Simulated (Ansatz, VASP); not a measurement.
## One calculation of AlN, two programs

The input POSCAR:

```
AlN
1.0
    4.5675064895      0.1476446835      0.0113125644
   -0.1476446835     -4.0698953898      0.0486492904
   -0.0113125644      0.0486492904     -4.1805275889
Al N
4 4
Direct
    0.0387528986      0.4383529458      0.5379654334
    0.5029325251      0.0375744683      0.5228201737
    0.5220979851      0.4356149297      0.0004045594
   -0.0107030183      0.0025801167     -0.0783131368
    0.7127617320      0.7560601577      0.7529339048
    0.2405257382      0.2824402390      0.7793572376
    0.2216372018      0.7631116810      0.2272628241
    0.7719949375      0.2842654618      0.2575690038
```

The input INCAR.step1:

```
PREC = Accurate
ENCUT = 520
ISMEAR = 0
SIGMA = 0.05
LREAL = F
LASPH = T
NELM = 100
NBANDS = 26
GGA = PE
ALGO = Normal
EDIFF = 1E-4
LWAVE = T
LCHARG = F
```

INCAR.step2

```
PREC = Accurate
ENCUT = 520
EDIFF = 1E-7
ISMEAR = 0
SIGMA = 0.05
LREAL = F
LASPH = T
NELM = 100
ALGO = Normal
ISIF = 2
LWAVE = F
LCHARG = F
METAGGA = R2SCAN
LMIXTAU = T
NBANDS = 26
ISTART = 1
```

Contents of KPOINTS:

```
Automatic mesh
0
Gamma
  6 6 6
```

Input for Ansatz:

```yaml
crystal:
  lattice:
    - [4.5675064895, 0.1476446835, 0.0113125644]
    - [-0.1476446835, -4.0698953898, 0.0486492904]
    - [-0.0113125644, 0.0486492904, -4.1805275889]
  atoms:
    - { symbol: Al, position: [0.0387528986, 0.4383529458, 0.5379654334] }
    - { symbol: Al, position: [0.5029325251, 0.0375744683, 0.5228201737] }
    - { symbol: Al, position: [0.5220979851, 0.4356149297, 0.0004045594] }
    - { symbol: Al, position: [-0.0107030183, 0.0025801167, -0.0783131368] }
    - { symbol: "N", position: [0.712761732, 0.7560601577, 0.7529339048] }
    - { symbol: "N", position: [0.2405257382, 0.282440239, 0.7793572376] }
    - { symbol: "N", position: [0.2216372018, 0.763111681, 0.2272628241] }
    - { symbol: "N", position: [0.7719949375, 0.2842654618, 0.2575690038] }
basis:
  ecutwfc: 500
kpoints:
  mp_grid: { grid: [6, 6, 6] }
hamiltonian:
  xc: r2scan
scf:
  occupations: { method: gaussian, width: 0.05 }
output:
  forces: true
  stress: true
  eigenvalues: true
```

Change from the starting cell: all atoms moved at random (sigma 0.15 Å a component), cell strained at random (sigma 0.05).

Alike in both runs: task single point; functional r2SCAN; k mesh 6 × 6 × 6; occupations gaussian, width 0.05 eV; no spin polarisation.

```csv
,VASP,Ansatz
version,VASP 6.6.1,Ansatz 0.2.0
potentials or method,"VASP PAW PBE potentials, release 64 (Al, N), cutoff 520 eV","scalar-relativistic, plane waves, PAW"
valence electrons in the cell,32,32
```

```csv
,VASP,Ansatz,Ansatz less VASP
gap on the k mesh at the Fermi level (eV),0.22,0.21,-0.004
least direct gap on the mesh (eV),0.27,0.27,-0.003
pressure (GPa),33.6,33.5,-0.14
"traceless stress, the component that is largest in VASP (GPa)",-22.31,-21.77,+0.546
rms of the force components (eV/Å),4.443,4.401,-0.0423
```

VASP's potentials were made for PBE, not for r2SCAN. Atom by atom the forces differ by 0.050 eV/Å (rms over components). Both programs put the cell under a high pressure, so it lies far from rest at this level. The functional is the same, so the differences come from potentials, cutoffs and numerics.
